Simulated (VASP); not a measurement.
Ti4HC: single point with PBEsol

The system is Ti4HC, a slab with vacuum.

```
Ti C H
1.0
     2.86791    0.00000    0.00000
    -1.43396    2.48369    0.00000
     0.00000    0.00000   27.12492
Ti C H
4 1 1
Direct
  0.66667 0.33333 0.31336
  0.33333 0.66667 0.39969
  0.00000 0.00000 0.48657
  0.66667 0.33333 0.57395
  0.66667 0.33333 0.64519
  0.66667 0.33333 0.68595
```

```json
{
 "Program": "VASP 6.6.1",
 "Task": "single point",
 "Functional": "PBEsol",
 "Potentials or basis": "VASP PAW PBE potentials, release 64 (Ti_sv, C, H)",
 "Cutoff": "520 eV",
 "k mesh": "12 × 12 × 1",
 "Occupations": "gaussian, width 0.1 eV",
 "Spin": "no spin polarisation",
 "Dipole correction": "yes",
 "Further INCAR settings": "ALGO = Normal; EDIFF = 1e-06; NBANDS = 36"
}
```

```yaml
Largest_force: 0.498 eV/Å
Band_gap_on_the_k_mesh: zero (an odd number of electrons rules out a gap without spin polarisation)
```

Forces in eV/Å, atoms in the order of the input:
```
Ti   0.000  0.000  0.498
Ti   0.000  0.000 -0.477
Ti   0.000  0.000  0.015
Ti   0.000  0.000 -0.020
C    0.000  0.000 -0.030
H    0.000  0.000  0.015
```

Levels at points of the mesh, in eV from the Fermi level:
```tsv
k point	band 22	band 23	band 24	band 25	band 26	band 27	band 28	band 29	band 30	band 31
(0.00, 0.00, 0.00)	-2.72	-0.12	0.22	0.40	0.63	0.80	0.80	0.97	0.97	1.00
(0.50, 0.00, 0.00)	-1.98	-1.69	-1.57	-1.10	-0.31	0.47	0.53	0.62	1.12	1.12
```

Run time: 6.1 min on 1 thread of AMD EPYC 9R45 (Zen 5) (shared host), peak memory 0.36 GiB.

Caveat: the PAW data sets were made with another functional, which shifts forces and pressure a little.
